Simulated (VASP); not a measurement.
# WS2: relaxation of shape and atoms at fixed volume with PBE+D3(BJ)

WS2:

```
W S
1.0
     3.10616    0.00000    0.00000
    -1.55308    2.69002    0.00000
     0.00000    0.00000   11.76741
W S
2 4
Direct
  0.33333 0.66667 0.25000
  0.66667 0.33333 0.75000
  0.33333 0.66667 0.61743
  0.66667 0.33333 0.11743
  0.33333 0.66667 0.88257
  0.66667 0.33333 0.38257
```

```yaml
Program: VASP 6.6.1
Task: relaxation of shape and atoms at fixed volume
Functional: PBE
Dispersion: D3(BJ)
Potentials_or_basis: VASP PAW PBE potentials, release 64 (W_sv, S)
Cutoff: 600 eV
k_mesh: 12 × 12 × 4
Occupations: gaussian, width 0.02 eV
Spin: no spin polarisation
Dipole_correction: no
Further_INCAR_settings: ALGO = Normal; EDIFF = 1e-06; IBRION = 2; EDIFFG = -0.01; NSW = 50; ISIF = 4
```

The energy gained by relaxing is 5.8 meV/atom. The ionic steps are 5, the pressure after relaxing is 4.3 GPa and the largest force after relaxing is 0.005 eV/Å. The band gap on the k mesh is 0.66 eV (least direct gap 1.92 eV) and the dispersion energy per atom is -0.465 eV.

Forces in eV/Å, atoms in the order of the input:
```
W    0.000  0.000  0.000
W    0.000  0.000  0.000
S    0.000  0.000 -0.005
S    0.000  0.000 -0.005
S    0.000  0.000  0.005
S    0.000  0.000  0.005
```

The path:
| step | energy change (eV) | largest force (eV/Å) | pressure (GPa) | volume (Å³) |
| --- | --- | --- | --- | --- |
| 1 | 0.0000 | 0.5716 | 7.89 | 98.32 |
| 2 | -0.0245 | 0.0892 | 4.58 | 98.32 |
| 3 | -0.0258 | 0.0300 | 5.16 | 98.32 |
| 4 | -0.0339 | 0.0130 | 4.56 | 98.32 |
| 5 | -0.0346 | 0.0050 | 4.32 | 98.32 |

Final structure:
```cif
data_structure
_symmetry_space_group_name_H-M 'P 1'
_symmetry_Int_Tables_number 1
_cell_length_a 3.1203
_cell_length_b 3.1203
_cell_length_c 11.6613
_cell_angle_alpha 90.000
_cell_angle_beta 90.000
_cell_angle_gamma 120.000
_cell_volume 98.32
loop_
_atom_site_label
_atom_site_type_symbol
_atom_site_fract_x
_atom_site_fract_y
_atom_site_fract_z
_atom_site_occupancy
W1 W 0.33333 0.66667 0.25000 1
W2 W 0.66667 0.33333 0.75000 1
S1 S 0.33333 0.66667 0.61471 1
S2 S 0.66667 0.33333 0.11471 1
S3 S 0.33333 0.66667 0.88529 1
S4 S 0.66667 0.33333 0.38529 1
```

Levels at points of the mesh, in eV from the valence-band top:
| k point | band 22 | band 23 | band 24 | band 25 | band 26 | band 27 | band 28 | band 29 | band 30 | band 31 |
| --- | --- | --- | --- | --- | --- | --- | --- | --- | --- | --- |
| (0.00, 0.00, 0.00) | -2.28 | -2.28 | -1.57 | -1.19 | 0.00 | 2.11 | 2.11 | 2.19 | 2.19 | 2.21 |
| (0.50, 0.00, 0.00) | -2.95 | -2.22 | -2.04 | -1.79 | -1.70 | 2.29 | 2.37 | 2.42 | 2.93 | 2.96 |
| (0.00, 0.00, 0.50) | -2.34 | -2.34 | -2.34 | -0.29 | -0.29 | 2.14 | 2.14 | 2.14 | 2.14 | 2.35 |
| (0.50, 0.00, 0.50) | -3.22 | -2.01 | -2.01 | -1.83 | -1.83 | 2.32 | 2.32 | 2.72 | 2.72 | 3.34 |

Wall time 7.1 min on 1 thread of AMD EPYC 9R45 96-Core Processor (Zen 5), with other jobs on the host, peak memory 0.35 GiB.

Caveat: spin-orbit coupling is left out, which moves the levels of the heavy elements. A k mesh can miss the band edges.
